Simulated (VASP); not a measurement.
# Te2Mo in VASP: single point with LDA

Aim: the single point of Te2Mo with LDA.

Everything below comes from runs of VASP 6.6.1. Logs are shortened: lines on timing, memory, paths and dates and some standing lists are left out, and cuts for length are marked.

## (1) The cell of the first run

The cell holds a slab with vacuum, 3 atoms: a = 3.560 Å, b = 3.560 Å, c = 17.524 Å, α = 90.00°, β = 90.00°, γ = 120.00°.

## (2) Single point, LDA (atom 3 (Mo) moved by (-0.200, +0.000) A along x and z)

File INCAR:

```
SYSTEM = Te2Mo
ALGO = Normal
EDIFF = 1E-6
ENCUT = 520
GGA = CA
ISIF = 2
ISMEAR = 0
LASPH = .True.
LCHARG = .False.
LREAL = .False.
LWAVE = .False.
NBANDS = 20
NELM = 60
PREC = Accurate
SIGMA = 0.05
```

File KPOINTS:

```
k-points
0
Gamma
  12 12 2
  0 0 0
```

File POSCAR:

```
Te2Mo
1.0
    3.5602328140      0.0000000000      0.0000000000
   -1.7801164070      3.0832520603      0.0000000000
    0.0000000000      0.0000000000     17.5240578200
Te Mo
2 1
Direct
    0.3333333333      0.6666666667      0.8978554500
    0.3333333333      0.6666666667      0.1021445500
   -0.0561761015      0.0000000000      0.0000000000
```

Potentials or basis: VASP PAW LDA potentials, release 64 (Te, Mo_sv).

The run is started by

```sh
$ cat potpaw_LDA.64/Te/POTCAR potpaw_LDA.64/Mo_sv/POTCAR > POTCAR
$ mpirun -np 1 vasp_std > vasp.out
```

OUTCAR:

```text
SYSTEM = Te2Mo
   EDIFF = 1E-6
   ENCUT = 520
   GGA = CA
   ISIF = 2
   ISMEAR = 0
   LASPH = .True.
   LREAL = .False.
   NELM = 60
   PREC = Accurate

 ion  position               nearest neighbor table
   1  0.333  0.667  0.898-   3 2.60   3 2.73   3 2.86   2 3.58
   2  0.333  0.667  0.102-   3 2.60   3 2.73   3 2.86   1 3.58
   3  0.944  0.000  0.000-   1 2.60   2 2.60   1 2.73   2 2.73   1 2.86   2 2.86

  LATTYP: Found a hexagonal cell.
 ALAT       =     3.5602328140
 C/A-ratio  =     4.9221662558

  Lattice vectors:

 A1 = (   3.5602328140,   0.0000000000,   0.0000000000)
 A2 = (  -1.7801164070,   3.0832520603,   0.0000000000)
 A3 = (   0.0000000000,   0.0000000000,  17.5240578200)

Analysis of symmetry for initial positions (statically):
=====================================================================
 Subroutine PRICEL returns:
 Original cell was already a primitive cell.

 Routine SETGRP: Setting up the symmetry group for a
 hexagonal supercell.

 Subroutine GETGRP returns: Found  2 space group operations
 (whereof  2 operations were pure point group operations)
 out of a pool of 24 trial point group operations.

The static configuration has the point symmetry C_1h.

Analysis of symmetry for dynamics (positions and initial velocities):
=====================================================================
 Subroutine PRICEL returns:
 Original cell was already a primitive cell.

 Routine SETGRP: Setting up the symmetry group for a
 hexagonal supercell.

 Subroutine GETGRP returns: Found  2 space group operations
 (whereof  2 operations were pure point group operations)
 out of a pool of 24 trial point group operations.

The dynamic configuration has the point symmetry C_1h.

 Subroutine INISYM returns: Found  2 space group operations
 (whereof  2 operations are pure point group operations),
 and found     1 'primitive' translations

----------------------------------------------------------------------------------------

                                     Primitive cell

  volume of cell :     192.3633

[... 74 lines left out ...]
   total plane-waves  NPLWV = 109760
   dimension x,y,z NGX =    28 NGY =   28 NGZ =  140
   dimension x,y,z NGXF=    56 NGYF=   56 NGZF=  280
   ions per type =               2   1
   NGX,Y,Z   is equivalent  to a cutoff of  13.07, 13.07, 13.28 a.u.
   NGXF,Y,Z  is equivalent  to a cutoff of  26.15, 26.15, 26.56 a.u.
 SYSTEM =  Te2Mo
   PREC   = accura    normal or accurate (medium, high low for compatibility)
   ISTART =      0    job   : 0-new  1-cont  2-samecut
   ICHARG =      2    charge: 1-file 2-atom 10-const
   ISPIN  =      1    spin polarized calculation?
   LNONCOLLINEAR =      F non collinear calculations
   LSORBIT =      F    spin-orbit coupling
   LASPH  =      T    aspherical Exc in radial PAW
   ENCUT  =  520.0 eV  38.22 Ry    6.18 a.u.   6.62  6.62 32.58*2*pi/ulx,y,z
   NELM   =     60;   NELMIN=  2; NELMDL= -5     # of ELM steps
   EDIFF  = 0.1E-05   stopping-criterion for ELM
   LREAL  =      F    real-space projection
[... 7 lines left out ...]
   TEBEG  =    0.0;   TEEND  =   0.0 temperature during run
   PSTRESS=    0.0 pullay stress
   NELECT =      26.0000    total number of electrons
   NUPDOWN=      -1.0000    fix difference up-down
   EMIN   =  10.00;   EMAX   =-10.00  energy-range for DOS
   EFERMI =   0.00;   METHOD = LEGACY
   ISMEAR =     0;   SIGMA  =   0.05  broadening in eV -4-tet -1-fermi 0-gaus
   EFERMI_NEDOS =   21; number of points for ismear=-14 and -15
   IALGO  =     38    algorithm
   IMIX   =      4    mixing-type and parameters
     AMIX     =   0.40;   BMIX     =  1.00
     AMIX_MAG =   1.60;   BMIX_MAG =  1.00
  volume/ion in A,a.u.               =      64.12       432.71
  Fermi-wavevector in a.u.,A,eV,Ry     =   0.840153  1.587660  9.603777  0.705858
  Thomas-Fermi vector in A             =   1.954489
   LORBIT       =      0    0 simple, 1 ext, 2 COOP (PROOUT), +10 PAW based schemes
   GGA     = CA    functional components
   LHFCALC =     F    Hartree Fock is set to
   AEXX    =    0.0000 exact exchange contribution
   IVDW    =     0    specifies the selected vdW correction
   LEPSILON=     F    determine dielectric tensor
   LRPA    =     F    only Hartree local field effects (RPA)
 non-spin polarized calculation
 Gauss-broadening in eV      SIGMA  =   0.05
  energy-cutoff  :      520.00
  volume of cell :      192.36
 maximum number of plane-waves:      5262
   NGX = 13   NGY = 13   NGZ = 65

 number of electron      26.0000000 magnetization

 Free energy of the ion-electron system (eV)
  ---------------------------------------------------
  ext. energy  EPLUGINS =         0.00000000
  ---------------------------------------------------
  free energy    TOTEN  =       -20.14427681 eV

  energy without entropy =      -20.14427681  energy(sigma->0) =      -20.14427681

 E-fermi :   0.2242     XC(G=0):  -4.8302

 val. band max:       -0.0019630850   @ k =   0.0000   0.5000   0.0000
 cond. band min:       0.9431988330   @ k =   0.3333   0.3333   0.0000
 fundamental gap:      0.9451619180
 Fermi energy:         0.2241752212

 k-point     1 :       0.0000    0.0000    0.0000
  band No.  band energies     occupation
      1     -60.4092      2.00000
      2     -34.7695      2.00000
      3     -34.6682      2.00000
      4     -34.6085      2.00000
      5     -12.6811      2.00000
      6     -11.6992      2.00000
[... 541 lines left out ...]
     19       5.5049      0.00000
     20       6.4075      0.00000

 [... further k-points ...]

------------------------ aborting loop because EDIFF is reached ----------------------------------------

  FORCE on cell =-STRESS in cart. coord.  units (eV):
  Direction    XX          YY          ZZ          XY          YZ          ZX
  --------------------------------------------------------------------------------------
  -------------------------------------------------------------------------------------
  Total       -2.0507200     -1.9712658     -0.2175638      1.2645106      0.0000000      0.0000000
  in kB      -17.0802743    -16.4185069     -1.8120708     10.5320021      0.0000000      0.0000000
  external PRESSURE =     -11.7702840 kB  Pullay stress =       0.0000000 kB

 VOLUME and BASIS-vectors are now :
 -----------------------------------------------------------------------------
  energy-cutoff  :      520.00
  volume of cell :      192.36
      direct lattice vectors                 reciprocal lattice vectors
     3.560232814  0.000000000  0.000000000     0.280880508  0.162166437  0.000000000
    -1.780116407  3.083252060  0.000000000     0.000000000  0.324332873  0.000000000
     0.000000000  0.000000000 17.524057820     0.000000000  0.000000000  0.057064409

 POSITION                                       TOTAL-FORCE (eV/Angst)
 -----------------------------------------------------------------------------------
     -0.00000      2.05550     15.73407        -1.325438     -0.095360      0.057460
     -0.00000      2.05550      1.78999        -1.325438     -0.095360     -0.057460
      3.36023      0.00000      0.00000         2.650876      0.190720      0.000000
 -----------------------------------------------------------------------------------
    total drift:                               -0.000025     -0.000010     -0.000000

  FREE ENERGIE OF THE ION-ELECTRON SYSTEM (eV)
  ---------------------------------------------------
  free  energy   TOTEN  =       -20.1442768065 eV

  energy  without entropy=      -20.1442768065  energy(sigma->0) =      -20.14427681
```

OSZICAR:

```text
N       E                     dE             d eps       ncg     rms          rms(c)
DAV:   1     0.128544589218E+03    0.12854E+03   -0.11617E+04  7920   0.103E+03
DAV:   2    -0.124954476653E+02   -0.14104E+03   -0.13708E+03  7828   0.224E+02
DAV:   3    -0.206686613308E+02   -0.81732E+01   -0.80732E+01  7680   0.445E+01
[... 13 lines left out ...]
DAV:  17    -0.201442171886E+02   -0.60589E-04   -0.34285E-06  5864   0.505E-03    0.452E-03
DAV:  18    -0.201442650781E+02   -0.47889E-04   -0.19675E-06  5604   0.413E-03    0.199E-03
DAV:  19    -0.201442708459E+02   -0.57678E-05   -0.10414E-07  4776   0.104E-03    0.979E-04
DAV:  20    -0.201442762216E+02   -0.53757E-05   -0.25211E-07  4644   0.148E-03    0.692E-04
DAV:  21    -0.201442768065E+02   -0.58490E-06   -0.14990E-08  4312   0.396E-04
   1 F= -.20144277E+02 E0= -.20144277E+02  d E =-.255975E-12
```

Run time: 17 min. Hardware: 1 thread of Intel Xeon Platinum 8259CL at 2.50GHz (Skylake/Cascade Lake), shared host; peak memory 0.67 GiB.

What came out:

```
Free energy            : -20.1443 eV
Largest force          : 2.658 eV/Å
Band gap on the k mesh : 0.95 eV (least direct gap 1.03 eV)
```

Forces in eV/Å, atoms in the order of the input:
```
Te  -1.325 -0.095  0.057
Te  -1.325 -0.095 -0.057
Mo   2.651  0.191  0.000
```

Caveat: the cell differs from its parent crystal (atom 3 (Mo) moved by (-0.200, +0.000) A along x and z); there is no dipole correction, which matters where the two faces differ; spin-orbit coupling is left out, which moves the levels of the heavy elements.
